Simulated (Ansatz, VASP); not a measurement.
**MgO in VASP and in Ansatz**

File INCAR:

```
SYSTEM = MgO
ALGO     = Normal         ! electronic algorithm
EDIFF    = 1E-7           ! SCF threshold, eV
EDIFFG   = -0.002         ! ionic threshold
ENCUT    = 600            ! plane-wave cutoff, eV
GGA      = CA             ! functional
GGA_COMPAT= .False.      
IBRION   = 2              ! ionic algorithm
ISIF     = 3              ! what is computed and relaxed
ISMEAR   = 0              ! smearing method
LASPH    = .True.         ! aspherical terms in the spheres
LCHARG   = .False.        ! write CHGCAR
LREAL    = .False.        ! projectors in reciprocal space
LWAVE    = .False.        ! write WAVECAR
NELM     = 120            ! most SCF steps
NELMIN   = 4            
NSW      = 100            ! ionic steps
PREC     = Accurate       ! precision mode
SIGMA    = 0.02           ! smearing width, eV
```

The input KPOINTS:

```
k-points
0
Gamma
  8 8 8
  0 0 0
```

The input POSCAR:

```
MgO
1.0
    0.0000000000      2.1060000000      2.1060000000
    2.1060000000      0.0000000000      2.1060000000
    2.1060000000      2.1060000000      0.0000000000
Mg O
1 1
Direct
    0.0000000000      0.0000000000      0.0000000000
    0.5000000000      0.5000000000      0.5000000000
```

Input for Ansatz:

```yaml
crystal:
  lattice:
    - [0.0, 2.106, 2.106]
    - [2.106, 0.0, 2.106]
    - [2.106, 2.106, 0.0]
  atoms:
    - { symbol: Mg, position: [0.0, 0.0, 0.0] }
    - { symbol: O, position: [0.5, 0.5, 0.5] }
basis:
  ecutwfc: 420
kpoints:
  mp_grid: { grid: [8, 8, 8] }
hamiltonian:
  xc: lda
  pseudopotentials: { kind: paw, azcp: { folder: soft_1 } }
scf:
  occupations: { method: gaussian, width: 0.02 }
output:
  forces: true
  stress: true
  eigenvalues: true
  write_density: true
  write_potential: true
  elf: true
  volumetric_format: npy
relax:
  adjacent_minimum: "off"
  f_tol: 0.002
  max_steps: 80
  cell: { stress_tol: 0.02 }
```

Alike in both runs: task relaxation of cell and atoms; functional LDA; k mesh 8 × 8 × 8; occupations gaussian, width 0.02 eV; no spin polarisation.

|  | VASP | Ansatz |
| --- | --- | --- |
| version | VASP 6.6.1 | Ansatz 0.2.0 |
| potentials or method | VASP PAW LDA potentials, release 64 (Mg, O), cutoff 600 eV | scalar-relativistic, plane waves, PAW |
| valence electrons in the cell | 8 | 16 |

|  | VASP | Ansatz | Ansatz less VASP |
| --- | --- | --- | --- |
| gap on the k mesh at the Fermi level, each at its own relaxed structure (eV) | 5.15 | 5.03 | -0.126 |
| relaxed volume (Å³/atom) | 8.89 | 9.00 | +0.112 |
| relaxed cell length with the largest relative difference (Å) | 2.930 | 2.942 | +0.0122 |

Ansatz warns that its potentials were made for another functional, while VASP's fit it. LDA's correlation is that of Perdew and Zunger in VASP and of Perdew and Wang (1992) in Ansatz. VASP's potentials hold 8 valence electrons a cell and Ansatz's 16, so a difference there can come from the potentials and not from the codes.
